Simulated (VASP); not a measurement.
# SiPdRu5 (F-43m) in VASP: notebook

Runs on SiPdRu5. Level: PBE. Tasks: single point, relaxation of cell and atoms.

Program: VASP 6.6.1. These are calculated values, not measurements. Logs are shortened: lines on timing, memory, paths and dates and some standing lists are left out, and cuts for length are marked.

## Step 1: The cell of the first run

It takes space group F-43m (No. 216, cubic). Conventional cell: a = 8.582 Å, b = 8.582 Å, c = 8.582 Å, α = 90.00°, β = 90.00°, γ = 90.00°. Si (site symmetry -43m) has 18 Ru at 3.51 to 4.29 Å and 4 Pd at 3.72 Å within 4.6 Å. Within 3.0 Å of Ru (site symmetry 3m) lie 4 Ru at 2.24 to 2.42 Å. Within 3.0 Å of Ru (site symmetry -43m) lie 4 Ru at 2.24 Å. Pd (site symmetry -43m) has 16 Ru at 3.64 to 3.72 Å and 4 Si at 3.72 Å within 4.8 Å.

## Step 2: Single point, PBE

INCAR reads:

```
SYSTEM = SiPdRu5
PREC = Accurate
ENCUT = 520
EDIFF = 1E-7
ISMEAR = 0
SIGMA = 0.2
LREAL = .False.
LASPH = .True.
NELM = 100
ALGO = Normal
ISIF = 2
LWAVE = .False.
LCHARG = .False.
GGA = PE
NBANDS = 51
```

KPOINTS reads:

```
Automatic mesh
0
Gamma
  4 4 4
  0 0 0
```

POSCAR reads:

```
SiPdRu5
1.0
    0.0000000000      4.2912483553      4.2912483553
    4.2912483553      0.0000000000      4.2912483553
    4.2912483553      4.2912483553      0.0000000000
Si Ru Pd
1 5 1
Direct
    0.0000000000      0.0000000000      0.0000000000
    0.6504401454      0.6504401454      0.6504401454
    0.6504401454      0.6504401454      0.0486795638
    0.6504401454      0.0486795638      0.6504401454
    0.0486795638      0.6504401454      0.6504401454
    0.5000000000      0.5000000000      0.5000000000
    0.2500000000      0.2500000000      0.2500000000
```

Potentials or basis: VASP PAW PBE potentials, release 64 (Si, Ru_pv, Pd).

On the command line:

```console
cat potpaw_PBE.64/Si/POTCAR potpaw_PBE.64/Ru_pv/POTCAR potpaw_PBE.64/Pd/POTCAR > POTCAR
mpirun -np 1 vasp_std > vasp.out
```

OUTCAR:

```text
SYSTEM = SiPdRu5
   PREC = Accurate
   ENCUT = 520
   EDIFF = 1E-7
   ISMEAR = 0
   LREAL = .False.
   LASPH = .True.
   NELM = 100
   ISIF = 2
   GGA = PE

 ion  position               nearest neighbor table
   1  0.000  0.000  0.000-
   2  0.650  0.650  0.650-   6 2.24   4 2.42   5 2.42   3 2.42
   3  0.650  0.650  0.049-   6 2.24   4 2.42   5 2.42   2 2.42
   4  0.650  0.049  0.650-   6 2.24   3 2.42   5 2.42   2 2.42
   5  0.049  0.650  0.650-   6 2.24   3 2.42   4 2.42   2 2.42
   6  0.500  0.500  0.500-   2 2.24   3 2.24   4 2.24   5 2.24
   7  0.250  0.250  0.250-

  LATTYP: Found a face centered cubic cell.
 ALAT       =     8.5824967106

  Lattice vectors:

 A1 = (   0.0000000000,   4.2912483553,   4.2912483553)
 A2 = (   4.2912483553,   0.0000000000,   4.2912483553)
 A3 = (   4.2912483553,   4.2912483553,   0.0000000000)

Analysis of symmetry for initial positions (statically):
=====================================================================
 Subroutine PRICEL returns:
 Original cell was already a primitive cell.

 Routine SETGRP: Setting up the symmetry group for a
 face centered cubic supercell.

 Subroutine GETGRP returns: Found 24 space group operations
 (whereof 24 operations were pure point group operations)
 out of a pool of 48 trial point group operations.

The static configuration has the point symmetry T_d .

Analysis of symmetry for dynamics (positions and initial velocities):
=====================================================================
 Subroutine PRICEL returns:
 Original cell was already a primitive cell.

 Routine SETGRP: Setting up the symmetry group for a
 face centered cubic supercell.

 Subroutine GETGRP returns: Found 24 space group operations
 (whereof 24 operations were pure point group operations)
 out of a pool of 48 trial point group operations.

The dynamic configuration has the point symmetry T_d .

 Subroutine INISYM returns: Found 24 space group operations
 (whereof 24 operations are pure point group operations),
 and found     1 'primitive' translations

----------------------------------------------------------------------------------------

                                     Primitive cell

  volume of cell :     158.0451

  direct lattice vectors                    reciprocal lattice vectors
     0.000000000  4.291248355  4.291248355    -0.116516211  0.116516211  0.116516211
     4.291248355  0.000000000  4.291248355     0.116516211 -0.116516211  0.116516211
     4.291248355  4.291248355  0.000000000     0.116516211  0.116516211 -0.116516211

  length of vectors
     6.068741624  6.068741624  6.068741624     0.201811998  0.201811998  0.201811998

  position of ions in fractional coordinates (direct lattice)
     0.000000000  0.000000000  0.000000000
     0.650440145  0.650440145  0.650440145
     0.650440145  0.650440145  0.048679564
     0.650440145  0.048679564  0.650440145
     0.048679564  0.650440145  0.650440145
     0.500000000  0.500000000  0.500000000
     0.250000000  0.250000000  0.250000000

  ion indices of the primitive-cell ions
   primitive index   ion index
                 1           1
                 2           2
                 3           3
                 4           4
                 5           5
                 6           6
                 7           7

----------------------------------------------------------------------------------------

 KPOINTS: Automatic mesh

Automatic generation of k-mesh.
 Grid dimensions read from file:
 generate k-points for:    4    4    4

 Generating k-lattice:

  Cartesian coordinates                     Fractional coordinates (reciprocal lattice)
    -0.029129053  0.029129053  0.029129053     0.250000000  0.000000000  0.000000000
     0.029129053 -0.029129053  0.029129053     0.000000000  0.250000000  0.000000000
     0.029129053  0.029129053 -0.029129053     0.000000000  0.000000000  0.250000000

  Length of vectors
     0.050452999  0.050452999  0.050452999

  Shift w.r.t. Gamma in fractional coordinates (k-lattice)
     0.000000000  0.000000000  0.000000000

 Subroutine IBZKPT returns following result:
 ===========================================

 Found      8 irreducible k-points:

 Following reciprocal coordinates:
            Coordinates               Weight
  0.000000  0.000000  0.000000      1.000000
  0.250000  0.000000  0.000000      8.000000
  0.500000  0.000000  0.000000      4.000000
  0.250000  0.250000  0.000000      6.000000
  0.500000  0.250000  0.000000     24.000000
 -0.250000  0.250000  0.000000     12.000000
  0.500000  0.500000  0.000000      3.000000
 -0.250000  0.500000  0.250000      6.000000
   k-points           NKPTS =      8   k-points in BZ     NKDIM =      8   number of bands    NBANDS=     51
   number of dos      NEDOS =    301   number of ions     NIONS =      7
   total plane-waves  NPLWV = 110592
   dimension x,y,z NGX =    48 NGY =   48 NGZ =   48
   dimension x,y,z NGXF=    96 NGYF=   96 NGZF=   96
   ions per type =               1   5   1
   NGX,Y,Z   is equivalent  to a cutoff of  13.15, 13.15, 13.15 a.u.
   NGXF,Y,Z  is equivalent  to a cutoff of  26.30, 26.30, 26.30 a.u.
 SYSTEM =  SiPdRu5
   PREC   = accura    normal or accurate (medium, high low for compatibility)
   ISTART =      0    job   : 0-new  1-cont  2-samecut
   ICHARG =      2    charge: 1-file 2-atom 10-const
   ISPIN  =      1    spin polarized calculation?
   LNONCOLLINEAR =      F non collinear calculations
   LSORBIT =      F    spin-orbit coupling
   LASPH  =      T    aspherical Exc in radial PAW
   ENCUT  =  520.0 eV  38.22 Ry    6.18 a.u.  11.28 11.28 11.28*2*pi/ulx,y,z
   NELM   =    100;   NELMIN=  2; NELMDL= -5     # of ELM steps
   EDIFF  = 0.1E-06   stopping-criterion for ELM
   LREAL  =      F    real-space projection
   EDIFFG = 0.1E-05   stopping-criterion for IOM
   NSW    =      0    number of steps for IOM
   IBRION =     -1    ionic relax: 0-MD 1-quasi-New 2-CG
   NFREE  =      0    steps in history (QN), initial steepest desc. (CG)
   ISIF   =      2    stress and relaxation
   ISYM   =      2    0-nonsym 1-usesym 2-fastsym
   POTIM  = 0.5000    time-step for ionic-motion
   TEBEG  =    0.0;   TEEND  =   0.0 temperature during run
   PSTRESS=    0.0 pullay stress
   NELECT =      84.0000    total number of electrons
   NUPDOWN=      -1.0000    fix difference up-down
   EMIN   =  10.00;   EMAX   =-10.00  energy-range for DOS
   EFERMI =   0.00;   METHOD = LEGACY
   ISMEAR =     0;   SIGMA  =   0.20  broadening in eV -4-tet -1-fermi 0-gaus
   EFERMI_NEDOS =   21; number of points for ismear=-14 and -15
   IALGO  =     38    algorithm
   IMIX   =      4    mixing-type and parameters
     AMIX     =   0.40;   BMIX     =  1.00
     AMIX_MAG =   1.60;   BMIX_MAG =  1.00
  volume/ion in A,a.u.               =      22.58       152.36
  Fermi-wavevector in a.u.,A,eV,Ry     =   1.326094  2.505954 23.926186  1.758525
  Thomas-Fermi vector in A             =   2.455506
   LORBIT       =      0    0 simple, 1 ext, 2 COOP (PROOUT), +10 PAW based schemes
   GGA     = PE    functional components
   LHFCALC =     F    Hartree Fock is set to
   AEXX    =    0.0000 exact exchange contribution
   IVDW    =     0    specifies the selected vdW correction
   LEPSILON=     F    determine dielectric tensor
   LRPA    =     F    only Hartree local field effects (RPA)
 non-spin polarized calculation
 Gauss-broadening in eV      SIGMA  =   0.20
  energy-cutoff  :      520.00
  volume of cell :      158.05
 maximum number of plane-waves:      4279
 NGX is ok and might be reduce to    48
   NGX = 23   NGY = 23   NGZ = 23

 number of electron      83.9999986 magnetization

 Free energy of the ion-electron system (eV)
  ---------------------------------------------------
  ext. energy  EPLUGINS =         0.00000000
  ---------------------------------------------------
  free energy    TOTEN  =       -43.38628590 eV

  energy without entropy =      -43.08584778  energy(sigma->0) =      -43.23606684

 E-fermi :   5.5391     XC(G=0): -10.5327

 val. band max:        5.5066065713   @ k =  -0.2500   0.5000   0.2500
 cond. band min:       5.5579904507   @ k =   0.0000   0.0000   0.0000
 fundamental gap:      0.0513838794
 Fermi energy:         5.5390771953

 k-point     1 :       0.0000    0.0000    0.0000
  band No.  band energies     occupation
      1     -38.3424      2.00000
      2     -38.3424      2.00000
      3     -38.3424      2.00000
      4     -38.3257      2.00000
      5     -37.0555      2.00000
      6     -37.0555      2.00000
[... 43 lines left out ...]
     50       6.9995      0.00000
     51       7.3493      0.00000

 k-point     2 :       0.2500    0.0000    0.0000
  band No.  band energies     occupation
      1     -38.6395      2.00000
      2     -38.3325      2.00000
      3     -38.3325      2.00000
      4     -37.9240      2.00000
      5     -37.1117      2.00000
      6     -37.0903      2.00000
[... 43 lines left out ...]
     50       7.2499      0.00000
     51       7.2681      0.00000

 k-point     3 :       0.5000    0.0000    0.0000
  band No.  band energies     occupation
      1     -38.7509      2.00000
      2     -38.3223      2.00000
      3     -38.3223      2.00000
      4     -37.6406      2.00000
      5     -37.2585      2.00000
      6     -37.1250      2.00000
[... 43 lines left out ...]
     50       7.1090      0.00000
     51       7.4075      0.00000

 k-point     4 :       0.2500    0.2500    0.0000
  band No.  band energies     occupation
      1     -38.6854      2.00000
      2     -38.3228      2.00000
      3     -38.3228      2.00000
      4     -37.8558      2.00000
      5     -37.1133      2.00000
      6     -37.1133      2.00000
[... 43 lines left out ...]
     50       7.4149      0.00000
     51       7.7018      0.00000

 k-point     5 :       0.5000    0.2500    0.0000
  band No.  band energies     occupation
      1     -38.7844      2.00000
      2     -38.3123      2.00000
      3     -38.3074      2.00000
      4     -37.5909      2.00000
      5     -37.2206      2.00000
      6     -37.1520      2.00000
[... 43 lines left out ...]
     50       7.7815      0.00000
     51       7.7857      0.00000

 k-point     6 :      -0.2500    0.2500    0.0000
  band No.  band energies     occupation
      1     -38.7539      2.00000
      2     -38.3223      2.00000
      3     -38.3102      2.00000
      4     -37.6796      2.00000
      5     -37.1854      2.00000
      6     -37.1417      2.00000
[... 43 lines left out ...]
     50       7.4778      0.00000
     51       7.6148      0.00000

 k-point     7 :       0.5000    0.5000    0.0000
  band No.  band energies     occupation
      1     -38.8131      2.00000
      2     -38.3020      2.00000
      3     -38.3020      2.00000
      4     -37.4975      2.00000
      5     -37.2431      2.00000
      6     -37.1799      2.00000
[... 43 lines left out ...]
     50       7.7030      0.00000
     51       8.1633      0.00000

 k-point     8 :      -0.2500    0.5000    0.2500
  band No.  band energies     occupation
      1     -38.8128      2.00000
      2     -38.3033      2.00000
      3     -38.3021      2.00000
      4     -37.4963      2.00000
      5     -37.2142      2.00000
      6     -37.1910      2.00000
[... 43 lines left out ...]
     50       7.9374      0.00000
     51       7.9432      0.00000

------------------------ aborting loop because EDIFF is reached ----------------------------------------

  FORCE on cell =-STRESS in cart. coord.  units (eV):
  Direction    XX          YY          ZZ          XY          YZ          ZX
  --------------------------------------------------------------------------------------
  -------------------------------------------------------------------------------------
  Total        0.2142095      0.2142095      0.2142095     -0.0000000      0.0000000      0.0000000
  in kB        2.1715429      2.1715429      2.1715429     -0.0000000      0.0000000      0.0000000
  external PRESSURE =       2.1715429 kB  Pullay stress =       0.0000000 kB

 VOLUME and BASIS-vectors are now :
 -----------------------------------------------------------------------------
  energy-cutoff  :      520.00
  volume of cell :      158.05
      direct lattice vectors                 reciprocal lattice vectors
     0.000000000  4.291248355  4.291248355    -0.116516211  0.116516211  0.116516211
     4.291248355  0.000000000  4.291248355     0.116516211 -0.116516211  0.116516211
     4.291248355  4.291248355  0.000000000     0.116516211  0.116516211 -0.116516211

 POSITION                                       TOTAL-FORCE (eV/Angst)
 -----------------------------------------------------------------------------------
      0.00000      0.00000      0.00000        -0.000000     -0.000000     -0.000000
      5.58240      5.58240      5.58240         0.004870      0.004870      0.004870
      3.00010      3.00010      5.58240        -0.004870     -0.004870      0.004870
      3.00010      5.58240      3.00010        -0.004870      0.004870     -0.004870
      5.58240      3.00010      3.00010         0.004870     -0.004870     -0.004870
      4.29125      4.29125      4.29125        -0.000000     -0.000000     -0.000000
      2.14562      2.14562      2.14562        -0.000000     -0.000000     -0.000000
 -----------------------------------------------------------------------------------
    total drift:                                0.000001      0.000001      0.000001

  FREE ENERGIE OF THE ION-ELECTRON SYSTEM (eV)
  ---------------------------------------------------
  free  energy   TOTEN  =       -43.3862859006 eV

  energy  without entropy=      -43.0858477846  energy(sigma->0) =      -43.23606684
```

Run time: 54 s. Hardware: 1 thread of Intel Xeon 6975P-C (Granite Rapids), shared host; peak memory 0.34 GiB.

What came out:

```yaml
Free_energy: -43.3863 eV
Pressure: 0.2 GPa
Largest_force: 0.008 eV/Å
Band_gap_on_the_k_mesh: zero (band 42 reaches 5.56 eV, above the bottom of band 43 at 5.44 eV)
```

Forces on the atoms (eV/Å):
```
Si   0.000  0.000  0.000
Ru   0.005  0.005  0.005
Ru  -0.005 -0.005  0.005
Ru  -0.005  0.005 -0.005
Ru   0.005 -0.005 -0.005
Ru   0.000  0.000  0.000
Pd   0.000  0.000  0.000
```

(Continued in part 2 of 3.)
